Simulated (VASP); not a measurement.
Write the native input for VASP 6.6.1 that does the following.

```
Task                   : single point
Functional             : PBE
Potentials or basis    : VASP PAW PBE potentials, release 64 (Al, Ni)
Cutoff                 : 600 eV
k mesh                 : 6 × 6 × 6
Occupations            : gaussian, width 0.1 eV
Spin                   : no spin polarisation
Dipole correction      : no
Further INCAR settings : ALGO = Normal; EDIFF = 1e-06; NBANDS = 14
```

The structure of AlNi lies in POSCAR:

```
AlNi
1.0
    2.8597112900      0.0000000000      0.0000000000
    0.0000000000      2.8597112900      0.0000000000
    0.0000000000      0.0000000000      2.8597112900
Al Ni
1 1
Direct
    0.5000000000      0.5000000000      0.5000000000
    0.0000000000      0.0000000000      0.0000000000
```

The input as run:

INCAR

```
SYSTEM = AlNi
PREC = Accurate
ENCUT = 600
EDIFF = 1E-6
ISMEAR = 0
SIGMA = 0.1
LREAL = .False.
LASPH = .True.
NELM = 120
ALGO = Normal
ISIF = 2
LWAVE = .False.
LCHARG = .False.
GGA = PE
NBANDS = 14
GGA_COMPAT = .False.
```

KPOINTS

```
Automatic mesh
0
Gamma
  6 6 6
  0 0 0
```

Potentials or basis: VASP PAW PBE potentials, release 64 (Al, Ni).

Launch:

```console
$ cat potpaw_PBE.64/Al/POTCAR potpaw_PBE.64/Ni/POTCAR > POTCAR
$ mpirun -np 1 vasp_std > vasp.out
```

It gave:

```json
{
 "Pressure": "6.2 GPa"
}
```

Caveat: the k points lie up to 0.37 Å⁻¹ apart.

It took 5.7 s on 1 thread of Intel(R) Xeon(R) Platinum 8259CL CPU @ 2.50GHz (Skylake/Cascade Lake) (shared host), peak memory 0.14 GiB.
